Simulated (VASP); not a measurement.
Wanted: the native input for a VASP 6.6.1 run.

```yaml
Task: single point
Functional: HSE06
Potentials_or_basis: VASP PAW PBE potentials, release 64 (Na_pv, F)
Cutoff: 520 eV
k_mesh: 4 × 4 × 4
Occupations: gaussian, width 0.01 eV
Spin: no spin polarisation
Dipole_correction: no
Grid_for_exact_exchange_PRECFOCK: Normal
Further_INCAR_settings: ALGO = Normal; EDIFF = 1e-07; NBANDS = 14
Screening_parameter: 0.2079 1/Å
```

The system is NaF.

```
CELL_PARAMETERS angstrom
0.00000 2.29717 2.29717
2.29717 0.00000 2.29717
2.29717 2.29717 0.00000
ATOMIC_POSITIONS crystal
Na 0.00000 0.00000 0.00000
F 0.50000 0.50000 0.50000
```

One way to write it, as run:

POSCAR

```
NaF
1.0
    0.0000000000      2.2971680799      2.2971680799
    2.2971680799      0.0000000000      2.2971680799
    2.2971680799      2.2971680799      0.0000000000
Na F
1 1
Direct
    0.0000000000      0.0000000000      0.0000000000
    0.5000000000      0.5000000000      0.5000000000
```

INCAR.step1

```
PREC = Accurate ; ENCUT = 520
EDIFF = 1E-5 ; ISMEAR = 0
SIGMA = 0.01 ; LREAL = False
LASPH = True ; NELM = 80
ALGO = Normal ; ISIF = 2
LWAVE = True ; NBANDS = 14
GGA = PE
```

INCAR.step2

```
PREC = Accurate ; ENCUT = 520
EDIFF = 1E-7 ; ISMEAR = 0
SIGMA = 0.01 ; LREAL = False
LASPH = True ; NELM = 80
ALGO = Normal ; ISIF = 2
LWAVE = False ; LCHARG = True
GGA = PE ; LHFCALC = True
HFSCREEN = 0.2079 ; PRECFOCK = Normal
LELF = True ; LVHAR = True
NBANDS = 14 ; ISTART = 1
```

KPOINTS

```
Automatic mesh
0
Gamma
  4 4 4
```

Potentials or basis: VASP PAW PBE potentials, release 64 (Na_pv, F).

Run with:

```bash
$ cat potpaw_PBE.64/Na_pv/POTCAR potpaw_PBE.64/F/POTCAR > POTCAR
$ cp INCAR.step1 INCAR
$ mpirun -np 1 vasp_std > vasp.out
$ cp INCAR.step2 INCAR
$ mpirun -np 1 vasp_std > vasp.out
```

Results of the run:

```json
{
  "Pressure": "1.6 GPa",
  "Band gap on the k mesh": "8.61 eV, direct"
}
```

Caveat: the k points lie up to 0.59 Å⁻¹ apart; the PAW data sets were made with another functional, which shifts forces and pressure a little.

Run time: 2.3 min on 1 thread of Intel(R) Xeon(R) Platinum 8259CL CPU @ 2.50GHz (Skylake/Cascade Lake), with other jobs on the host, peak memory 0.23 GiB.
